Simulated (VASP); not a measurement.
The system is GaSe.

```xyz
8
Lattice="3.7420 0.0000 0.0000 -1.8710 3.2407 0.0000 0.0000 0.0000 15.9190" Properties=species:S:1:pos:R:3 pbc="T T T"
Ga    0.0000    2.1604    2.8177
Ga    1.8710    1.0802   10.7772
Ga    0.0000    2.1604    5.1418
Ga    1.8710    1.0802   13.1013
Se    0.0000    2.1604    9.5514
Se    1.8710    1.0802    1.5919
Se    0.0000    2.1604   14.3271
Se    1.8710    1.0802    6.3676
```

| Quantity | Value |
| --- | --- |
| Program | VASP 6.6.1 |
| Task | relaxation of cell and atoms |
| Functional | revPBE |
| Dispersion | D3(BJ) |
| Potentials or basis | VASP PAW PBE potentials, release 64 (Ga_d, Se) |
| Cutoff | 500 eV |
| k mesh | 6 × 6 × 2 |
| Occupations | gaussian, width 0.01 eV |
| Spin | no spin polarisation |

At the start: pressure 0.6 GPa; volume 24.13 Å³/atom.

Q: How do energy, volume and symmetry change on relaxing?

A: Over 17 steps the energy falls by 16.8 meV/atom and the volume is 24.01 Å³/atom (-0.5 %); space group P6_3/mmc (No. 194, to 0.1 Å) before and after.

Step by step:
| step | energy change (eV) | largest force (eV/Å) | pressure (GPa) | volume (Å³) |
| --- | --- | --- | --- | --- |
| 1 | 0.0000 | 1.2133 | 0.55 | 193.04 |
| 2 | -0.0845 | 0.4255 | 0.43 | 195.36 |
| 3 | -0.1082 | 0.0986 | 0.39 | 194.60 |
| 4 | -0.1151 | 0.0641 | -0.18 | 196.23 |
| 5 | -0.1156 | 0.0717 | -0.42 | 196.93 |
| 6 | -0.1209 | 0.0690 | -0.29 | 196.23 |
| 7 | -0.1229 | 0.1258 | -0.13 | 195.44 |
| 8 | -0.1273 | 0.1062 | 0.00 | 194.37 |
| 9 | -0.1320 | 0.0697 | 0.19 | 192.49 |
| 10 | -0.1275 | 0.0531 | 0.66 | 188.76 |
| 11 | -0.1326 | 0.0512 | 0.33 | 191.51 |
| 12 | -0.1323 | 0.0789 | -0.35 | 192.68 |
| 13 | -0.1339 | 0.0303 | 0.00 | 192.06 |
| 14 | -0.1340 | 0.0191 | -0.02 | 192.09 |
| 15 | -0.1341 | 0.0067 | 0.00 | 192.08 |
| 16 | -0.1341 | 0.0016 | 0.00 | 192.08 |
| 17 | -0.1341 | 0.0030 | -0.01 | 192.10 |

Final structure:
```cif
data_structure
_symmetry_space_group_name_H-M 'P 1'
_symmetry_Int_Tables_number 1
_cell_length_a 3.7602
_cell_length_b 3.7602
_cell_length_c 15.6884
_cell_angle_alpha 90.000
_cell_angle_beta 90.000
_cell_angle_gamma 120.000
_cell_volume 192.10
loop_
_atom_site_label
_atom_site_type_symbol
_atom_site_fract_x
_atom_site_fract_y
_atom_site_fract_z
_atom_site_occupancy
Ga1 Ga 0.33333 0.66667 0.17230 1
Ga2 Ga 0.66667 0.33333 0.67230 1
Ga3 Ga 0.33333 0.66667 0.32770 1
Ga4 Ga 0.66667 0.33333 0.82770 1
Se1 Se 0.33333 0.66667 0.59680 1
Se2 Se 0.66667 0.33333 0.09680 1
Se3 Se 0.33333 0.66667 0.90320 1
Se4 Se 0.66667 0.33333 0.40320 1
```

Caveat: the PAW data sets were made with another functional, which shifts forces and pressure a little.
